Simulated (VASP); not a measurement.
# TaN (P-62m) in VASP: single point with PBE

Aim: the single point of TaN with PBE.

Program: VASP 6.6.1. These are calculated values, not measurements. Logs are shortened: lines on timing, memory, paths and dates and some standing lists are left out, and cuts for length are marked.

### 1 The cell of the first run

It takes space group P-62m (No. 189, hexagonal). The conventional cell has a = 5.196 Å, b = 5.196 Å, c = 2.911 Å, α = 90.00°, β = 90.00°, γ = 120.00°. Ta (site symmetry -6) has 6 N at 2.16 Å within 2.9 Å. Ta (site symmetry -62m) has 3 N at 2.04 Å within 2.7 Å. N (site symmetry m2m) has 5 Ta at 2.04 to 2.16 Å within 2.7 Å.

### 2 Single point, PBE, collinear spin, ferrimagnetic start

Contents of INCAR:

```
SYSTEM = TaN
ALGO = Normal ; EDIFF = 1E-7
ENCUT = 520 ; GGA = PE
ISIF = 2 ; ISMEAR = 0
ISPIN = 2 ; LASPH = .True.
LCHARG = .False. ; LMAXMIX = 4
LORBIT = 11 ; LREAL = .False.
LWAVE = .False. ; MAGMOM = 2 2 -2 0 0 0
NBANDS = 37 ; NELM = 150
PREC = Accurate ; SIGMA = 0.05
```

Contents of KPOINTS:

```
k-points
0
Gamma
  6 6 8
  0 0 0
```

Contents of POSCAR:

```
TaN
1.0
    5.1960001517      0.0000000000      0.0000000000
   -2.5980000758      4.4998681294      0.0000000000
    0.0000000000      0.0000000000      2.9109995993
Ta N
3 3
Direct
    0.3333333333      0.6666666667      0.5000000000
    0.6666666667      0.3333333333      0.5000000000
    0.0000000000      0.0000000000      0.0000000000
    0.3928500000      0.0000000000      0.0000000000
    0.6071500000      0.6071500000      0.0000000000
    0.0000000000      0.3928500000      0.0000000000
```

Potentials or basis: VASP PAW PBE potentials, release 64 (Ta_pv, N).

On the command line:

```sh
cat potpaw_PBE.64/Ta_pv/POTCAR potpaw_PBE.64/N/POTCAR > POTCAR
mpirun -np 1 vasp_std > vasp.out
```

OUTCAR:

```text
SYSTEM = TaN
   EDIFF = 1E-7
   ENCUT = 520
   GGA = PE
   ISIF = 2
   ISMEAR = 0
   ISPIN = 2
   LASPH = .True.
   LORBIT = 11
   LREAL = .False.
   NELM = 150
   PREC = Accurate

 ion  position               nearest neighbor table
   1  0.333  0.667  0.500-   4 2.16   4 2.16   6 2.16   6 2.16   5 2.16   5 2.16   2 3.00   2 3.00
                             2 3.00   3 3.33   3 3.33   3 3.33   3 3.33   3 3.33   3 3.33
   2  0.667  0.333  0.500-   6 2.16   6 2.16   4 2.16   4 2.16   5 2.16   5 2.16   1 3.00   1 3.00
                             1 3.00   3 3.33   3 3.33   3 3.33   3 3.33   3 3.33   3 3.33
   3  0.000  0.000  0.000-   6 2.04   5 2.04   4 2.04   2 3.33   1 3.33   1 3.33   2 3.33   1 3.33
                             1 3.33   2 3.33   2 3.33   2 3.33   2 3.33   1 3.33   1 3.33
   4  0.393  0.000  0.000-   3 2.04   1 2.16   1 2.16   2 2.16   2 2.16
   5  0.607  0.607  0.000-   3 2.04   2 2.16   2 2.16   1 2.16   1 2.16
   6  0.000  0.393  0.000-   3 2.04   2 2.16   2 2.16   1 2.16   1 2.16

  LATTYP: Found a hexagonal cell.
 ALAT       =     5.1960001517
 C/A-ratio  =     0.5602385516

  Lattice vectors:

 A1 = (   5.1960001517,   0.0000000000,   0.0000000000)
 A2 = (  -2.5980000758,   4.4998681294,   0.0000000000)
 A3 = (   0.0000000000,   0.0000000000,   2.9109995993)

Analysis of symmetry for initial positions (statically):
=====================================================================
 Subroutine PRICEL returns:
 Original cell was already a primitive cell.

 Routine SETGRP: Setting up the symmetry group for a
 hexagonal supercell.

 Subroutine GETGRP returns: Found 12 space group operations
 (whereof 12 operations were pure point group operations)
 out of a pool of 24 trial point group operations.

The static configuration has the point symmetry D_3h.

Analysis of symmetry for dynamics (positions and initial velocities):
=====================================================================
 Subroutine PRICEL returns:
 Original cell was already a primitive cell.

 Routine SETGRP: Setting up the symmetry group for a
 hexagonal supercell.

 Subroutine GETGRP returns: Found 12 space group operations
 (whereof 12 operations were pure point group operations)
 out of a pool of 24 trial point group operations.

The dynamic configuration has the point symmetry D_3h.

Analysis of structural, dynamic, and magnetic symmetry:
=====================================================================
 Subroutine PRICEL returns:
 Original cell was already a primitive cell.

 Routine SETGRP: Setting up the symmetry group for a
 hexagonal supercell.

 Subroutine GETGRP returns: Found 12 space group operations
 (whereof 12 operations were pure point group operations)
 out of a pool of 24 trial point group operations.

The overall configuration has the point symmetry D_3h.

 Subroutine INISYM returns: Found 12 space group operations
 (whereof 12 operations are pure point group operations),
 and found     1 'primitive' translations

----------------------------------------------------------------------------------------

                                     Primitive cell

  volume of cell :      68.0630

  direct lattice vectors                    reciprocal lattice vectors
     5.196000152  0.000000000  0.000000000     0.192455730  0.111114367  0.000000000
    -2.598000076  4.499868129  0.000000000     0.000000000  0.222228735  0.000000000
     0.000000000  0.000000000  2.910999599     0.000000000  0.000000000  0.343524609

  length of vectors
     5.196000152  5.196000152  2.910999599     0.222228735  0.222228735  0.343524609

  position of ions in fractional coordinates (direct lattice)
     0.333333333  0.666666667  0.500000000
     0.666666667  0.333333333  0.500000000
     0.000000000  0.000000000  0.000000000
     0.392850000  0.000000000  0.000000000
     0.607150000  0.607150000  0.000000000
     1.000000000  0.392850000  0.000000000

  ion indices of the primitive-cell ions
   primitive index   ion index
                 1           1
                 2           2
                 3           3
                 4           4
                 5           5
                 6           6

----------------------------------------------------------------------------------------

 KPOINTS: k-points
[... 52 lines left out ...]
   total plane-waves  NPLWV =  38400
   dimension x,y,z NGX =    40 NGY =   40 NGZ =   24
   dimension x,y,z NGXF=    80 NGYF=   80 NGZF=   48
   ions per type =               3   3
   NGX,Y,Z   is equivalent  to a cutoff of  12.80, 12.80, 13.71 a.u.
   NGXF,Y,Z  is equivalent  to a cutoff of  25.60, 25.60, 27.41 a.u.
 SYSTEM =  TaN
   PREC   = accura    normal or accurate (medium, high low for compatibility)
   ISTART =      0    job   : 0-new  1-cont  2-samecut
   ICHARG =      2    charge: 1-file 2-atom 10-const
   ISPIN  =      2    spin polarized calculation?
   LNONCOLLINEAR =      F non collinear calculations
   LSORBIT =      F    spin-orbit coupling
   LASPH  =      T    aspherical Exc in radial PAW
   ENCUT  =  520.0 eV  38.22 Ry    6.18 a.u.   9.66  9.66  5.41*2*pi/ulx,y,z
   NELM   =    150;   NELMIN=  2; NELMDL= -5     # of ELM steps
   EDIFF  = 0.1E-06   stopping-criterion for ELM
   LREAL  =      F    real-space projection
   EDIFFG = 0.1E-05   stopping-criterion for IOM
   NSW    =      0    number of steps for IOM
   IBRION =     -1    ionic relax: 0-MD 1-quasi-New 2-CG
   NFREE  =      0    steps in history (QN), initial steepest desc. (CG)
   ISIF   =      2    stress and relaxation
   ISYM   =      2    0-nonsym 1-usesym 2-fastsym
   POTIM  = 0.5000    time-step for ionic-motion
   TEBEG  =    0.0;   TEEND  =   0.0 temperature during run
   PSTRESS=    0.0 pullay stress
   NELECT =      48.0000    total number of electrons
   NUPDOWN=      -1.0000    fix difference up-down
   EMIN   =  10.00;   EMAX   =-10.00  energy-range for DOS
   EFERMI =   0.00;   METHOD = LEGACY
   ISMEAR =     0;   SIGMA  =   0.05  broadening in eV -4-tet -1-fermi 0-gaus
   EFERMI_NEDOS =   21; number of points for ismear=-14 and -15
   IALGO  =     38    algorithm
   IMIX   =      4    mixing-type and parameters
     AMIX     =   0.40;   BMIX     =  1.00
     AMIX_MAG =   1.60;   BMIX_MAG =  1.00
  volume/ion in A,a.u.               =      11.34        76.55
  Fermi-wavevector in a.u.,A,eV,Ry     =   1.457197  2.753703 28.890918  2.123423
  Thomas-Fermi vector in A             =   2.574026
   LORBIT       =     11    0 simple, 1 ext, 2 COOP (PROOUT), +10 PAW based schemes
   GGA     = PE    functional components
   LHFCALC =     F    Hartree Fock is set to
   AEXX    =    0.0000 exact exchange contribution
   IVDW    =     0    specifies the selected vdW correction
   LEPSILON=     F    determine dielectric tensor
   LRPA    =     F    only Hartree local field effects (RPA)
 spin polarized calculation
 Gauss-broadening in eV      SIGMA  =   0.05
  energy-cutoff  :      520.00
  volume of cell :       68.06
 maximum number of plane-waves:      1858
 NGX is ok and might be reduce to    40
   NGX = 19   NGY = 19   NGZ = 11

 number of electron      48.0000002 magnetization      -0.0000091

 number of electron      48.0000002 magnetization       0.0000039

 Free energy of the ion-electron system (eV)
  ---------------------------------------------------
  ext. energy  EPLUGINS =         0.00000000
  ---------------------------------------------------
  free energy    TOTEN  =       -67.48092806 eV

  energy without entropy =      -67.48072235  energy(sigma->0) =      -67.48082521

 E-fermi :   8.5049     XC(G=0): -13.0051

 val. band max:        8.4376899248   @ k =   0.1667  -0.0000   0.0000
 cond. band min:       8.5825777495   @ k =   0.1667  -0.0000   0.2500
 fundamental gap:      0.1448878247
 Fermi energy:         8.5048716274

 spin component 1

 k-point     1 :       0.0000    0.0000    0.0000
  band No.  band energies     occupation
      1     -27.9031      1.00000
      2     -27.9031      1.00000
      3     -27.5501      1.00000
      4     -27.5501      1.00000
      5     -27.3828      1.00000
      6     -27.2761      1.00000
[... 925 lines left out ...]
     35      14.0541      0.00000
     36      14.6571      0.00000

 [... further k-points ...]

 spin component 2

 k-point     1 :       0.0000    0.0000    0.0000
  band No.  band energies     occupation
      1     -27.9031      1.00000
      2     -27.9031      1.00000
      3     -27.5501      1.00000
      4     -27.5501      1.00000
      5     -27.3829      1.00000
      6     -27.2762      1.00000
[... 925 lines left out ...]
     35      14.0541      0.00000
     36      14.6570      0.00000

 [... further k-points ...]

 [bands above 36 left out]

------------------------ aborting loop because EDIFF is reached ----------------------------------------

  FORCE on cell =-STRESS in cart. coord.  units (eV):
  Direction    XX          YY          ZZ          XY          YZ          ZX
  --------------------------------------------------------------------------------------
  -------------------------------------------------------------------------------------
  Total        2.6532144      2.6532144      1.8895590      0.0000000      0.0000000     -0.0000000
  in kB       62.4556656     62.4556656     44.4795066      0.0000000      0.0000000     -0.0000000
  external PRESSURE =      56.4636126 kB  Pullay stress =       0.0000000 kB

 VOLUME and BASIS-vectors are now :
 -----------------------------------------------------------------------------
  energy-cutoff  :      520.00
  volume of cell :       68.06
      direct lattice vectors                 reciprocal lattice vectors
     5.196000152  0.000000000  0.000000000     0.192455730  0.111114367  0.000000000
    -2.598000076  4.499868129  0.000000000     0.000000000  0.222228735  0.000000000
     0.000000000  0.000000000  2.910999599     0.000000000  0.000000000  0.343524609

 POSITION                                       TOTAL-FORCE (eV/Angst)
 -----------------------------------------------------------------------------------
     -0.00000      2.99991      1.45550         0.000000      0.000000     -0.000000
      2.59800      1.49996      1.45550         0.000000      0.000000     -0.000000
      0.00000      0.00000      0.00000         0.000000      0.000000     -0.000000
      2.04125      0.00000      0.00000         0.029143     -0.000000      0.000000
      1.57738      2.73209      0.00000        -0.014571     -0.025238     -0.000000
     -1.02062      1.76777      0.00000        -0.014571      0.025238      0.000000
 -----------------------------------------------------------------------------------
    total drift:                               -0.000002     -0.000003      0.000000

  FREE ENERGIE OF THE ION-ELECTRON SYSTEM (eV)
  ---------------------------------------------------
  free  energy   TOTEN  =       -67.4809280597 eV

  energy  without entropy=      -67.4807223511  energy(sigma->0) =      -67.48082521

 total charge

# of ion       s       p       d       tot
------------------------------------------
    1        0.295   6.265   2.384   8.944
    2        0.295   6.265   2.384   8.944
    3        0.336   6.222   2.418   8.976
    4        1.240   2.566   0.000   3.806
    5        1.240   2.566   0.000   3.806
    6        1.240   2.566   0.000   3.806
--------------------------------------------------
tot          4.644  26.451   7.185  38.281

 magnetization (x)

# of ion       s       p       d       tot
------------------------------------------
    1       -0.000   0.000  -0.000  -0.000
    2       -0.000   0.000  -0.000  -0.000
    3        0.000   0.000   0.000   0.000
    4       -0.000  -0.000   0.000  -0.000
    5       -0.000  -0.000   0.000  -0.000
    6       -0.000  -0.000   0.000  -0.000
--------------------------------------------------
tot         -0.000   0.000  -0.000  -0.000
```

Wall time 3.3 min (1 thread of Intel Xeon 6975P-C, shared host); peak memory 0.3 GiB.

Results:

```
Free energy                                           : -67.4809 eV
Pressure                                              : 5.6 GPa
Largest force                                         : 0.029 eV/Å
Band gap on the k mesh                                : zero (filled and empty bands overlap)
Net moment                                            : 0.00 μB per cell
Valence electrons inside the program's atomic spheres : Ta 8.94, 8.98; N 3.81
```

Forces on the atoms (eV/Å):
```
Ta   0.000  0.000  0.000
Ta   0.000  0.000  0.000
Ta   0.000  0.000  0.000
N    0.029  0.000  0.000
N   -0.015 -0.025  0.000
N   -0.015  0.025  0.000
```

Stress tensor (GPa, compression positive):
```
6.25 0.00 0.00
0.00 6.25 0.00
0.00 0.00 4.45
```

Levels at points of the mesh, in eV from the Fermi level:
Spin up:
```
           k point  band 22  band 23  band 24  band 25  band 26  band 27
(0.00, 0.00, 0.00)    -3.50    -2.08    -1.08    -1.08     0.43     0.43
(0.50, 0.00, 0.00)    -4.05    -3.01    -2.79     1.04     1.65     1.76
(0.00, 0.00, 0.50)    -3.04    -3.04     1.75     1.75     1.81     2.05
(0.50, 0.00, 0.50)    -3.42    -2.13    -1.11     0.35     1.22     3.09
```
Spin down:
```csv
k point,band 21,band 22,band 23,band 24,band 25,band 26,band 27,band 28
"(0.00, 0.00, 0.00)",-4.44,-3.50,-2.08,-1.08,-1.08,0.43,0.43,1.67
"(0.50, 0.00, 0.00)",-4.06,-4.05,-3.01,-2.79,1.04,1.65,1.76,2.25
"(0.00, 0.00, 0.50)",-4.50,-3.04,-3.04,1.75,1.75,1.81,2.05,2.05
"(0.50, 0.00, 0.50)",-4.18,-3.42,-2.13,-1.11,0.35,1.22,3.09,3.16
```

Caveat: spin-orbit coupling is left out, which moves the levels of the heavy elements.
